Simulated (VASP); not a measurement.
A run of VASP 6.6.1 is set up as follows.

Contents of INCAR:

```
  PREC = Accurate
  ENCUT = 520
  EDIFF = 1E-6
  ISMEAR = 0
  SIGMA = 0.05
  LREAL = False
  LASPH = True
  NELM = 60
  ALGO = Normal
  ISIF = 2
  LWAVE = False
  LCHARG = False
  GGA = CA
  NBANDS = 46
```

The input KPOINTS:

```
regular mesh
0
Gamma
  6 6 2
```

POSCAR

```
ZnS
1.0
    3.7432719707     -0.0000134134     -0.0000258070
   -1.8716476017      3.2413078072     -0.0004946786
   -0.0000845462     -0.0019201362     12.2541433367
Zn S
4 4
Direct
    0.0001533231      0.0004188992      0.0001615798
    0.0000348215      0.0000715521      0.5001618108
    0.3333568975      0.6667469778      0.2500495699
    0.6664992717      0.3327711056      0.7500710661
   -0.0000303699     -0.0000261557      0.1871974143
   -0.0001197899     -0.0003206253      0.6872047347
    0.3333487684      0.6667151139      0.4375603183
    0.6667570776      0.3336231324      0.9375935061
```

Potentials or basis: VASP PAW LDA potentials, release 64 (Zn, S).

Launch:

```console
$ cat potpaw_LDA.64/Zn/POTCAR potpaw_LDA.64/S/POTCAR > POTCAR
$ mpirun -np 1 vasp_std > vasp.out
```

Estimate the band gap on the k mesh.

2.19 eV.

What does it give for the pressure?

0.3 GPa.

Estimate the largest force.

0.006 eV/Å.

Forces in eV/Å, atoms in the order of the input:
```
Zn   0.000 -0.001  0.004
Zn   0.000  0.000  0.004
Zn   0.000  0.000  0.000
Zn  -0.002  0.006  0.000
S    0.000  0.001 -0.002
S    0.001 -0.004 -0.002
S    0.000  0.000  0.000
S    0.000 -0.001 -0.004
```
